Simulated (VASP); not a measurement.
# NaCl (Pm-3m) in VASP: vibrations by perturbation theory with PBEsol

Aim: the vibrations by perturbation theory of NaCl with PBEsol.

Everything below comes from runs of VASP 6.6.1. Logs are shortened: lines on timing, memory, paths and dates and some standing lists are left out, and cuts for length are marked.

### 1 The cell of the first run

Symmetry: Pm-3m, No. 221, cubic system. Conventional cell: a = 3.447 Å, b = 3.447 Å, c = 3.447 Å, α = 90.00°, β = 90.00°, γ = 90.00°. Na (site symmetry m-3m) has 8 Cl at 2.99 Å and 6 Na at 3.45 Å within 3.9 Å. Cl (site symmetry m-3m) has 8 Na at 2.99 Å and 6 Cl at 3.45 Å within 3.9 Å.

### 2 Vibrations by perturbation theory, PBEsol

INCAR reads:

```
PREC     = Accurate       # precision mode
ENCUT    = 520            # plane-wave cutoff, eV
EDIFF    = 1E-8           # SCF threshold, eV
ISMEAR   = 0              # smearing method
SIGMA    = 0.01           # smearing width, eV
LREAL    = F              # projectors in reciprocal space
LASPH    = T              # aspherical terms in the spheres
NELM     = 80             # most SCF steps
ALGO     = Normal         # electronic algorithm
ISIF     = 2              # what is computed and relaxed
LWAVE    = F              # write WAVECAR
LCHARG   = F              # write CHGCAR
GGA      = PS             # functional
NBANDS   = 14             # bands
IBRION   = 8              # ionic algorithm
NSW      = 1              # ionic steps
LEPSILON = T              # dielectric tensor by DFPT
```

KPOINTS reads:

```
Automatic mesh
0
Gamma
  6 6 6
```

POSCAR reads:

```
NaCl
1.0
    3.4469462623      0.0000000000      0.0000000000
    0.0000000000      3.4469462623      0.0000000000
    0.0000000000      0.0000000000      3.4469462623
Na Cl
1 1
Direct
    0.0000000000      0.0000000000      0.0000000000
    0.5000000000      0.5000000000      0.5000000000
```

Potentials or basis: VASP PAW PBE potentials, release 64 (Na_pv, Cl).

Launch:

```console
$ cat potpaw_PBE.64/Na_pv/POTCAR potpaw_PBE.64/Cl/POTCAR > POTCAR
$ mpirun -np 1 vasp_std > vasp.out
```

OUTCAR:

```text
PREC = Accurate
   ENCUT = 520
   EDIFF = 1E-8
   ISMEAR = 0
   LREAL = F
   LASPH = T
   NELM = 80
   ISIF = 2
   GGA = PS
   IBRION = 8
   NSW = 1
   LEPSILON = T

 ion  position               nearest neighbor table
   1  0.000  0.000  0.000-
   2  0.500  0.500  0.500-

  LATTYP: Found a simple cubic cell.
 ALAT       =     3.4469462623

  Lattice vectors:

 A1 = (   3.4469462623,   0.0000000000,   0.0000000000)
 A2 = (   0.0000000000,   3.4469462623,   0.0000000000)
 A3 = (   0.0000000000,   0.0000000000,   3.4469462623)

Analysis of symmetry for initial positions (statically):
=====================================================================
 Subroutine PRICEL returns:
 Original cell was already a primitive cell.

 Routine SETGRP: Setting up the symmetry group for a
 simple cubic supercell.

 Subroutine GETGRP returns: Found 48 space group operations
 (whereof 48 operations were pure point group operations)
 out of a pool of 48 trial point group operations.

The static configuration has the point symmetry O_h .

Analysis of symmetry for dynamics (positions and initial velocities):
=====================================================================
 Subroutine PRICEL returns:
 Original cell was already a primitive cell.

 Routine SETGRP: Setting up the symmetry group for a
 simple cubic supercell.

 Subroutine GETGRP returns: Found 48 space group operations
 (whereof 48 operations were pure point group operations)
 out of a pool of 48 trial point group operations.

The dynamic configuration has the point symmetry O_h .

 Subroutine INISYM returns: Found 48 space group operations
 (whereof 48 operations are pure point group operations),
 and found     1 'primitive' translations

----------------------------------------------------------------------------------------

                                     Primitive cell

  volume of cell :      40.9547

  direct lattice vectors                    reciprocal lattice vectors
     3.446946262  0.000000000  0.000000000     0.290111862  0.000000000  0.000000000
     0.000000000  3.446946262  0.000000000     0.000000000  0.290111862  0.000000000
     0.000000000  0.000000000  3.446946262     0.000000000  0.000000000  0.290111862

  length of vectors
     3.446946262  3.446946262  3.446946262     0.290111862  0.290111862  0.290111862

  position of ions in fractional coordinates (direct lattice)
     0.000000000  0.000000000  0.000000000
     0.500000000  0.500000000  0.500000000

  ion indices of the primitive-cell ions
   primitive index   ion index
                 1           1
                 2           2

----------------------------------------------------------------------------------------

 KPOINTS: Automatic mesh

[... 483 lines left out ...]
 ------------------------------------------------------
           3.113564    -0.000000    -0.000000
          -0.000000     3.113564    -0.000000
           0.000000     0.000000     3.113564
 ------------------------------------------------------

 Free energy of the ion-electron system (eV)
  ---------------------------------------------------
  ---------------------------------------------------
  free energy    TOTEN  =        -0.22812967 eV

  energy without entropy =       -0.22812967

------------------------ aborting loop because EDIFF is reached ----------------------------------------

--------------------------------------- Ionic step        2  -------------------------------------------

------------------------ aborting loop because EDIFF is reached ----------------------------------------

--------------------------------------- Ionic step        3  -------------------------------------------

------------------------ aborting loop because EDIFF is reached ----------------------------------------

 PIEZOELECTRIC TENSOR FIELD DIRECTION 3  (e Angst)
 -----------------------------------------------------------------------------
    -0.00025  0.00000  0.00000           ( -0.00000  0.00000  0.00000)
     0.00000 -0.00025 -0.00000           (  0.00000 -0.00000 -0.00000)
     0.00000 -0.00000  0.00008           (  0.00000 -0.00000  0.00000)

 PIEZOELECTRIC TENSOR FIELD DIRECTION 3  (C/m^2)
 -----------------------------------------------------------------------------
    -0.00010  0.00000  0.00000
     0.00000 -0.00010 -0.00000
     0.00000 -0.00000  0.00003

--------------------------------------- Ionic step        4  -------------------------------------------

------------------------ aborting loop because EDIFF is reached ----------------------------------------

[... ionic steps 5 to 6 ...]

--------------------------------------- Ionic step        7  -------------------------------------------

 Free energy of the ion-electron system (eV)
  ---------------------------------------------------
  ---------------------------------------------------
  free energy    TOTEN  =        -0.19201866 eV

  energy without entropy =       -0.19201866

------------------------ aborting loop because EDIFF is reached ----------------------------------------

 INTERNAL STRAIN TENSOR  FOR ION    2  DIRECTION 1   (eV/Angst):
 -----------------------------------------------------------------------------
     0.00350  0.00000  0.00000
     0.00000  0.00534  0.00000
    -0.00000  0.00000  0.00534

 MACROSCOPIC STATIC DIELECTRIC TENSOR (including local field effects in DFT)
 ------------------------------------------------------
           2.805895     0.000000     0.000000
          -0.000000     2.805895     0.000000
           0.000000    -0.000000     2.805895
 ------------------------------------------------------

 PIEZOELECTRIC TENSOR (including local field effects)  for field in x, y, z        (e  Angst)
          XX          YY          ZZ          XY          YZ          ZX
  --------------------------------------------------------------------------------
  x     0.00000     0.00000     0.00000     0.00000     0.00000     0.00000
  y     0.00000     0.00000     0.00000     0.00000     0.00000     0.00000
  z     0.00000     0.00000     0.00000     0.00000     0.00000     0.00000

 PIEZOELECTRIC TENSOR (including local field effects)  for field in x, y, z        (C/m^2)
          XX          YY          ZZ          XY          YZ          ZX
  --------------------------------------------------------------------------------
  x     0.00000     0.00000     0.00000     0.00000     0.00000     0.00000
  y     0.00000     0.00000     0.00000     0.00000     0.00000     0.00000
  z     0.00000     0.00000     0.00000     0.00000     0.00000     0.00000

 BORN EFFECTIVE CHARGES (including local field effects) (in |e|, cummulative output)
 ---------------------------------------------------------------------------------
 ion    1
    1     1.18312     0.00000     0.00000
    2     0.00000     1.18312    -0.00000
    3    -0.00000     0.00000     1.18312
 ion    2
    1    -1.18312    -0.00000     0.00000
    2    -0.00000    -1.18312     0.00000
    3     0.00000    -0.00000    -1.18312

 INTERNAL STRAIN TENSOR FOR ION    2 for displacements in x,y,z  (eV/Angst):
          X           Y           Z          XY          YZ          ZX
  --------------------------------------------------------------------------------
  x     0.00000     0.00000     0.00000     0.00000     0.00000     0.00000
  y     0.00000     0.00000     0.00000     0.00000     0.00000     0.00000
  z     0.00000     0.00000     0.00000     0.00000     0.00000     0.00000

 SECOND DERIVATIVES (NOT SYMMETRIZED)
 ------------------------------------
               1X          1Y          1Z          2X          2Y          2Z
  1X    -0.519353   -0.000000    0.000000    0.519353    0.000000   -0.000000
  1Y    -0.000000   -0.519353    0.000000    0.000000    0.519353   -0.000000
  1Z    -0.000000   -0.000000   -0.519353    0.000000    0.000000    0.519353
  2X     0.502495    0.000000   -0.000000   -0.502495   -0.000000    0.000000
  2Y    -0.000000    0.502495    0.000000    0.000000   -0.502495    0.000000
  2Z     0.000000   -0.000000    0.502495    0.000000    0.000000   -0.502495

 Eigenvectors and eigenvalues of the dynamical matrix
 ----------------------------------------------------

   1 f  =    2.997615 THz    18.834569 2PiTHz   99.989664 cm-1    12.397133 meV
             X         Y         Z           dx          dy          dz
      0.000000  0.000000  0.000000    -0.000000    0.783873    0.000000
      1.723473  1.723473  1.723473    -0.000000   -0.620921    0.000000
[... 21 lines left out ...]
   6 f/i=    0.024073 THz     0.151254 2PiTHz    0.802981 cm-1     0.099557 meV
             X         Y         Z           dx          dy          dz
      0.000000  0.000000  0.000000     0.000000    0.000000   -0.620921
      1.723473  1.723473  1.723473    -0.000000    0.000000   -0.783873

--------------------------------------------------------------------------------------------------------

 MACROSCOPIC STATIC DIELECTRIC TENSOR IONIC CONTRIBUTION
 ------------------------------------------------------
          12.103344     0.000000    -0.000000
           0.000000    12.103344    -0.000000
          -0.000000    -0.000000    12.103344
 ------------------------------------------------------

 ELASTIC MODULI CONTR FROM IONIC RELAXATION (kBar)
 Direction    XX          YY          ZZ          XY          YZ          ZX
 --------------------------------------------------------------------------------
 XX           0.0000      0.0000      0.0000      0.0000      0.0000      0.0000
 YY           0.0000      0.0000      0.0000      0.0000      0.0000      0.0000
 ZZ           0.0000      0.0000      0.0000      0.0000      0.0000      0.0000
 XY           0.0000      0.0000      0.0000      0.0000      0.0000      0.0000
 YZ           0.0000      0.0000      0.0000      0.0000      0.0000      0.0000
 ZX           0.0000      0.0000      0.0000      0.0000      0.0000      0.0000
 --------------------------------------------------------------------------------

 PIEZOELECTRIC TENSOR IONIC CONTR  for field in x, y, z        (C/m^2)
          XX          YY          ZZ          XY          YZ          ZX
  --------------------------------------------------------------------------------
  x     0.00000     0.00000     0.00000     0.00000     0.00000     0.00000
  y     0.00000     0.00000     0.00000     0.00000     0.00000     0.00000
  z     0.00000     0.00000     0.00000     0.00000     0.00000     0.00000
```

Wall time 9.1 min (1 thread of AMD EPYC 7R13, shared host); peak memory 0.17 GiB.

What came out:

```yaml
Electronic_dielectric_tensor_diagonal: 2.81
Born_charges_mean_of_the_diagonal: Na +1.18; Cl -1.18 e
Highest_phonon_frequency_at_Γ_LO-TO_splitting_left_out: 100 cm⁻¹
```

Phonon frequencies in cm⁻¹ (negative: imaginary):
```
              q point           frequencies
(0.000, 0.000, 0.000)  -1 -1 -1 100 100 100
```

Electronic dielectric tensor:
```
2.81 0.00 0.00
0.00 2.81 0.00
0.00 0.00 2.81
```

Born effective charge tensors (e):
atom 1, Na
```
1.18 0.00 0.00
0.00 1.18 0.00
0.00 0.00 1.18
```
atom 2, Cl
```
-1.18  0.00  0.00
 0.00 -1.18  0.00
 0.00  0.00 -1.18
```
